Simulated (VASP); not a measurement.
Pd:

```xyz
1
Lattice="-1.6031 1.6031 1.6031 1.6031 -1.6031 1.6031 1.6031 1.6031 -1.6031" Properties=species:S:1:pos:R:3 pbc="T T T"
Pd    0.0000    0.0000    0.0000
```

This isn't the form of Pd at room conditions, which is fcc.

Base run:

| Quantity | Value |
| --- | --- |
| Program | VASP 6.6.1 |
| Functional | r2SCAN |
| Potentials or basis | VASP PAW PBE potentials, release 64 (Pd_sv_GW) |
| Cutoff | 690 eV |
| k mesh | 12 × 12 × 12 |
| Occupations | fermi-dirac, width 0.05 eV |
| Spin | no spin polarisation |

Its results: band gap on the k mesh zero (bands 9 and 10 overlap by 1.48 eV); pressure -12.8 GPa.

The run is repeated on the same cell with these changes: functional from r2SCAN to PBE0; cutoff from 690 eV to 470 eV; k mesh from 12 × 12 × 12 to 6 × 6 × 6. What comes out?

Band gap on the k mesh zero (bands 9 and 10 overlap by 2.68 eV); pressure -17.5 GPa.

Several settings changed at once.

Caveats: some runs use coarse meshes; the PAW data sets were made with another functional, which shifts forces and pressure a little; the cell stands under tension (at least some runs).
